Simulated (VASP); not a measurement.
# Fe (P6_3/mmc) in VASP: further runs, part 2 of 2

VASP 6.6.1.

## (3) Single point, r2SCAN+D4, collinear spin, ferromagnetic start

This run uses another cell than the first one, of 9.46 Å³/atom, 1.021 times its volume.

The input, POSCAR:

```
Fe
1.0
    2.4012595311      0.0000000000      0.0000000000
   -1.2006297656      2.0795517550      0.0000000000
    0.0000000000      0.0000000000      3.7900100715
Fe
2
Direct
    0.6666666667      0.3333333333      0.7500000000
    0.3333333333      0.6666666667      0.2500000000
```

The input, INCAR.step1:

```
SYSTEM = Fe
PREC = Accurate
ENCUT = 520
ISMEAR = -1
SIGMA = 0.05
LREAL = .False.
LASPH = .True.
NELM = 150
ISPIN = 2
MAGMOM = 3 3
LMAXMIX = 4
NBANDS = 19
GGA = PE
ALGO = Normal
EDIFF = 1E-4
LWAVE = .True.
LCHARG = .False.
```

The input, INCAR.step2:

```
SYSTEM = Fe
PREC = Accurate
ENCUT = 520
EDIFF = 1E-6
ISMEAR = -1
SIGMA = 0.05
LREAL = .False.
LASPH = .True.
NELM = 150
ALGO = Normal
ISIF = 2
LWAVE = .False.
LCHARG = .True.
ISPIN = 2
MAGMOM = 3 3
LORBIT = 11
LMAXMIX = 4
METAGGA = R2SCAN
LMIXTAU = .True.
IVDW = 13
VDW_S6 = 1.0
VDW_S8 = 0.6018749
VDW_A1 = 0.51559235
VDW_A2 = 5.77342911
LELF = .True.
LVHAR = .True.
NBANDS = 19
ISTART = 1
```

The input, KPOINTS:

```
regular mesh
0
Gamma
  12 12 7
  0 0 0
```

Potentials or basis: VASP PAW PBE potentials, release 64 (Fe).

Launch:

```sh
$ cat potpaw_PBE.64/Fe/POTCAR > POTCAR
$ cp INCAR.step1 INCAR
$ mpirun -np 1 vasp_std > vasp.out
$ cp INCAR.step2 INCAR
$ mpirun -np 1 vasp_std > vasp.out
```

OUTCAR:

```text
SYSTEM = Fe
   PREC = Accurate
   ENCUT = 520
   EDIFF = 1E-6
   ISMEAR = -1
   LREAL = .False.
   LASPH = .True.
   NELM = 150
   ISIF = 2
   ISPIN = 2
   LORBIT = 11
   METAGGA = R2SCAN
   IVDW = 13
   ISTART = 1

 ion  position               nearest neighbor table
   1  0.667  0.333  0.750-   2 2.35   2 2.35   2 2.35   2 2.35   2 2.35   2 2.35
   2  0.333  0.667  0.250-   1 2.35   1 2.35   1 2.35   1 2.35   1 2.35   1 2.35

  LATTYP: Found a hexagonal cell.
 ALAT       =     2.4012595311
 C/A-ratio  =     1.5783425417

  Lattice vectors:

 A1 = (   2.4012595311,   0.0000000000,   0.0000000000)
 A2 = (  -1.2006297656,   2.0795517550,   0.0000000000)
[... 1277 lines left out ...]

 VOLUME and BASIS-vectors are now :
 -----------------------------------------------------------------------------
  energy-cutoff  :      520.00
  volume of cell :       18.93
      direct lattice vectors                 reciprocal lattice vectors
     2.401259531  0.000000000  0.000000000     0.416448113  0.240436430  0.000000000
    -1.200629766  2.079551755  0.000000000     0.000000000  0.480872860  0.000000000
     0.000000000  0.000000000  3.790010071     0.000000000  0.000000000  0.263851542

 POSITION                                       TOTAL-FORCE (eV/Angst)
 -----------------------------------------------------------------------------------
      1.20063      0.69318      2.84251         0.000000     -0.000000      0.000000
     -0.00000      1.38637      0.94750        -0.000000      0.000000      0.000000
 -----------------------------------------------------------------------------------
    total drift:                                0.000000      0.000000     -0.000000

  FREE ENERGIE OF THE ION-ELECTRON SYSTEM (eV)
  ---------------------------------------------------
  free  energy   TOTEN  =       -27.6381843594 eV

  energy  without entropy=      -27.6200034809  energy(sigma->0) =      -27.62909392

 total charge

# of ion       s       p       d       tot
------------------------------------------
    1        0.583   0.734   6.411   7.728
    2        0.583   0.734   6.411   7.728
--------------------------------------------------
tot          1.166   1.469  12.821  15.456

 magnetization (x)

# of ion       s       p       d       tot
------------------------------------------
    1        0.000   0.000  -0.000  -0.000
    2        0.000   0.000  -0.000  -0.000
--------------------------------------------------
tot          0.000   0.000  -0.000  -0.000
```

OSZICAR.step1:

```text
N       E                     dE             d eps       ncg     rms          rms(c)
DAV:   1     0.774535861601E+02    0.77454E+02   -0.75275E+03  6160   0.119E+03
DAV:   2    -0.135008660875E+02   -0.90954E+02   -0.80670E+02  5836   0.208E+02
DAV:   3    -0.170289973788E+02   -0.35281E+01   -0.33764E+01  6462   0.514E+01
DAV:   4    -0.170549945756E+02   -0.25997E-01   -0.25984E-01  6428   0.419E+00
DAV:   5    -0.170552525901E+02   -0.25801E-03   -0.25801E-03  6449   0.386E-01    0.223E+01
DAV:   6    -0.161209820313E+02    0.93427E+00   -0.50724E+00  6263   0.496E+01    0.275E+00
DAV:   7    -0.162045854171E+02   -0.83603E-01   -0.25777E-01  7334   0.775E+00    0.313E+00
DAV:   8    -0.162125140798E+02   -0.79287E-02   -0.43649E-03  7105   0.118E+00    0.168E+00
DAV:   9    -0.162196558668E+02   -0.71418E-02   -0.83770E-03  8080   0.178E+00    0.504E-01
DAV:  10    -0.162182583537E+02    0.13975E-02   -0.14132E-03  7332   0.484E-01    0.117E-01
DAV:  11    -0.162180338105E+02    0.22454E-03   -0.79862E-05  4544   0.972E-02    0.755E-02
DAV:  12    -0.162180301723E+02    0.36382E-05   -0.33430E-05  3182   0.821E-02
   1 F= -.16218030E+02 E0= -.16208861E+02  d E =-.183384E-01  mag=    -0.0011
```

Run time: 2.8 min. Hardware: 1 thread of AMD EPYC 7R43 (Zen 3), shared host; peak memory 0.13 GiB.

Results:

| Quantity | Value |
| --- | --- |
| Free energy | -27.6382 eV |
| Pressure | 13.1 GPa |
| Band gap on the k mesh | zero (filled and empty bands overlap) |
| Net moment | 0.00 μB per cell |
| Valence electrons inside the program's atomic spheres | Fe 7.73 |
| Dispersion energy per atom | -0.140 eV |

Caveat: the starting moments collapsed, and a magnetic state may lie lower; the PAW data sets were made with another functional, which shifts forces and pressure a little; pairwise dispersion overbinds metals, which lowers pressure and volume.

## (4) Single point, r2SCAN+D4, collinear spin, ferromagnetic start

This run uses another cell than the first one, of 9.66 Å³/atom, 1.043 times its volume.

The input, POSCAR:

```
Fe
1.0
    2.4178204650      0.0000000000      0.0000000000
   -1.2089102325      2.0938939445      0.0000000000
    0.0000000000      0.0000000000      3.8161488980
Fe
2
Direct
    0.6666666667      0.3333333333      0.7500000000
    0.3333333333      0.6666666667      0.2500000000
```

INCAR.step1 is that of step 3.

INCAR.step2 is that of step 3.

KPOINTS is that of step 3.

Launch:

```sh
$ cat potpaw_PBE.64/Fe/POTCAR > POTCAR
$ cp INCAR.step1 INCAR
$ mpirun -np 1 vasp_std > vasp.out
$ cp INCAR.step2 INCAR
$ mpirun -np 1 vasp_std > vasp.out
```

Run time: 3.5 min. Hardware: 1 thread of AMD EPYC 7R43 (Zen 3), shared host; peak memory 0.13 GiB.

It converged, with:

```yaml
Free_energy: -27.6610 eV
Pressure: 5.5 GPa
Band_gap_on_the_k_mesh: zero (filled and empty bands overlap)
Net_moment: 0.00 μB per cell
Valence_electrons_inside_the_program's_atomic_spheres: Fe 7.67
Dispersion_energy_per_atom: -0.138 eV
```

Stress tensor (GPa, compression positive):
```
4.98 0.00 0.00
0.00 4.98 0.00
0.00 0.00 6.65
```

Levels at points of the mesh, in eV from the Fermi level:
Spin up:
```
           k point  band 4  band 5  band 6  band 7  band 8  band 9  band 10  band 11  band 12  band 13
(0.00, 0.00, 0.00)   -1.86   -1.69   -1.34   -1.34   -0.98   -0.98     0.45     0.77     0.77     9.69
(0.50, 0.00, 0.00)   -2.36   -2.22   -1.73   -1.19    0.88    1.14     1.17     2.90     5.29    12.21
```
Spin down:
```csv
k point,band 5,band 6,band 7,band 8,band 9,band 10,band 11,band 12
"(0.00, 0.00, 0.00)",-1.69,-1.34,-1.34,-0.98,-0.98,0.45,0.77,0.77
"(0.50, 0.00, 0.00)",-2.22,-1.73,-1.19,0.88,1.14,1.17,2.90,5.29
```

Caveat: the starting moments collapsed, and a magnetic state may lie lower; the PAW data sets were made with another functional, which shifts forces and pressure a little; pairwise dispersion overbinds metals, which lowers pressure and volume.

## (5) Single point, r2SCAN+D4, collinear spin, ferromagnetic start

This run uses another cell than the first one, of 9.86 Å³/atom, 1.064 times its volume.

The input, POSCAR:

```
Fe
1.0
    2.4341575853      0.0000000000      0.0000000000
   -1.2170787927      2.1080423057      0.0000000000
    0.0000000000      0.0000000000      3.8419344700
Fe
2
Direct
    0.6666666667      0.3333333333      0.7500000000
    0.3333333333      0.6666666667      0.2500000000
```

The input, INCAR.step1:

```
SYSTEM = Fe
  ALGO = Normal
  EDIFF = 1E-4
  ENCUT = 520
  GGA = PE
  ISMEAR = -1
  ISPIN = 2
  LASPH = .TRUE.
  LCHARG = .FALSE.
  LMAXMIX = 4
  LREAL = .FALSE.
  LWAVE = .TRUE.
  MAGMOM = 3 3
  NBANDS = 19
  NELM = 150
  PREC = Accurate
  SIGMA = 0.05
```

The input, INCAR.step2:

```
SYSTEM = Fe
  ALGO = Normal
  EDIFF = 1E-6
  ENCUT = 520
  ISIF = 2
  ISMEAR = -1
  ISPIN = 2
  ISTART = 1
  IVDW = 13
  LASPH = .TRUE.
  LCHARG = .FALSE.
  LMAXMIX = 4
  LMIXTAU = .TRUE.
  LORBIT = 11
  LREAL = .FALSE.
  LWAVE = .FALSE.
  MAGMOM = 3 3
  METAGGA = R2SCAN
  NBANDS = 19
  NELM = 150
  PREC = Accurate
  SIGMA = 0.05
  VDW_A1 = 0.51559235
  VDW_A2 = 5.77342911
  VDW_S6 = 1.0
  VDW_S8 = 0.6018749
```

The input, KPOINTS:

```
k-points
0
G
  12 12 7
  0 0 0
```

Launch:

```sh
$ cat potpaw_PBE.64/Fe/POTCAR > POTCAR
$ cp INCAR.step1 INCAR
$ mpirun -np 1 vasp_std > vasp.out
$ cp INCAR.step2 INCAR
$ mpirun -np 1 vasp_std > vasp.out
```

Wall time 3.5 min (1 thread of AMD EPYC 7R43 (Zen 3), shared host); peak memory 0.13 GiB.

It converged, with:

```
Free energy                                           : -27.6662 eV
Pressure                                              : -1.2 GPa
Band gap on the k mesh                                : zero (filled and empty bands overlap)
Net moment                                            : 0.00 μB per cell
Valence electrons inside the program's atomic spheres : Fe 7.61
Dispersion energy per atom                            : -0.135 eV
```

Stress tensor (GPa, compression positive):
```
-1.64  0.00  0.00
 0.00 -1.64  0.00
 0.00  0.00 -0.34
```

Levels at points of the mesh, in eV from the Fermi level:
Spin up:
```tsv
k point	band 4	band 5	band 6	band 7	band 8	band 9	band 10	band 11	band 12	band 13
(0.00, 0.00, 0.00)	-1.80	-1.64	-1.30	-1.30	-0.95	-0.95	0.44	0.74	0.74	9.47
(0.50, 0.00, 0.00)	-2.31	-2.15	-1.68	-1.15	0.86	1.10	1.14	2.83	5.16	12.01
```
Spin down:
| k point | band 4 | band 5 | band 6 | band 7 | band 8 | band 9 | band 10 | band 11 | band 12 | band 13 |
| --- | --- | --- | --- | --- | --- | --- | --- | --- | --- | --- |
| (0.00, 0.00, 0.00) | -1.80 | -1.64 | -1.30 | -1.30 | -0.95 | -0.95 | 0.44 | 0.74 | 0.74 | 9.47 |
| (0.50, 0.00, 0.00) | -2.31 | -2.15 | -1.68 | -1.15 | 0.86 | 1.10 | 1.14 | 2.83 | 5.16 | 12.01 |

Caveat: the starting moments collapsed, and a magnetic state may lie lower; the PAW data sets were made with another functional, which shifts forces and pressure a little; pairwise dispersion overbinds metals, which lowers pressure and volume.

## (6) Single point, r2SCAN+D4, collinear spin, ferromagnetic start

This run uses another cell than the first one, of 10.05 Å³/atom, 1.085 times its volume.

The input, POSCAR:

```
Fe
1.0
    2.4502783040      0.0000000000      0.0000000000
   -1.2251391521      2.1220032576      0.0000000000
    0.0000000000      0.0000000000      3.8673784861
Fe
2
Direct
    0.6666666667      0.3333333333      0.7500000000
    0.3333333333      0.6666666667      0.2500000000
```

The input, INCAR.step1:

```
PREC = Accurate
ENCUT = 520
ISMEAR = -1
SIGMA = 0.05
LREAL = F
LASPH = T
NELM = 150
ISPIN = 2
MAGMOM = 3 3
LMAXMIX = 4
NBANDS = 19
GGA = PE
ALGO = Normal
EDIFF = 1E-4
LWAVE = T
LCHARG = F
```

The input, INCAR.step2:

```
PREC = Accurate
ENCUT = 520
EDIFF = 1E-6
ISMEAR = -1
SIGMA = 0.05
LREAL = F
LASPH = T
NELM = 150
ALGO = Normal
ISIF = 2
LWAVE = F
LCHARG = F
ISPIN = 2
MAGMOM = 3 3
LORBIT = 11
LMAXMIX = 4
METAGGA = R2SCAN
LMIXTAU = T
IVDW = 13
VDW_S6 = 1.0
VDW_S8 = 0.6018749
VDW_A1 = 0.51559235
VDW_A2 = 5.77342911
NBANDS = 19
ISTART = 1
```

The input, KPOINTS:

```
Automatic mesh
0
Gamma
  12 12 7
```

Potentials or basis: VASP PAW PBE potentials, release 64 (Fe).

Launch:

```sh
$ cat potpaw_PBE.64/Fe/POTCAR > POTCAR
$ cp INCAR.step1 INCAR
$ mpirun -np 1 vasp_std > vasp.out
$ cp INCAR.step2 INCAR
$ mpirun -np 1 vasp_std > vasp.out
```

Run time: 3.6 min. Hardware: 1 thread of AMD EPYC 7R43 (Zen 3), shared host; peak memory 0.13 GiB.

It converged, with:

* Free energy: -27.6557 eV
* Pressure: -7.2 GPa
* Band gap on the k mesh: zero (filled and empty bands overlap)
* Net moment: 0.00 μB per cell
* Valence electrons inside the program's atomic spheres: Fe 7.56
* Dispersion energy per atom: -0.133 eV

Stress tensor (GPa, compression positive):
```
-7.55  0.00  0.00
 0.00 -7.55  0.00
 0.00  0.00 -6.58
```

Levels at points of the mesh, in eV from the Fermi level:
Spin up:
```
           k point  band 4  band 5  band 6  band 7  band 8  band 9  band 10  band 11  band 12  band 13
(0.00, 0.00, 0.00)   -1.75   -1.59   -1.26   -1.26   -0.92   -0.92     0.44     0.72     0.72     9.26
(0.50, 0.00, 0.00)   -2.27   -2.09   -1.64   -1.12    0.83    1.07     1.10     2.76     5.04    11.81
```
Spin down:
| k point | band 5 | band 6 | band 7 | band 8 | band 9 | band 10 | band 11 | band 12 |
| --- | --- | --- | --- | --- | --- | --- | --- | --- |
| (0.00, 0.00, 0.00) | -1.59 | -1.26 | -1.26 | -0.92 | -0.92 | 0.44 | 0.72 | 0.72 |
| (0.50, 0.00, 0.00) | -2.09 | -1.64 | -1.12 | 0.83 | 1.07 | 1.10 | 2.76 | 5.04 |

Caveat: the starting moments collapsed, and a magnetic state may lie lower; the PAW data sets were made with another functional, which shifts forces and pressure a little; pairwise dispersion overbinds metals, which lowers pressure and volume.
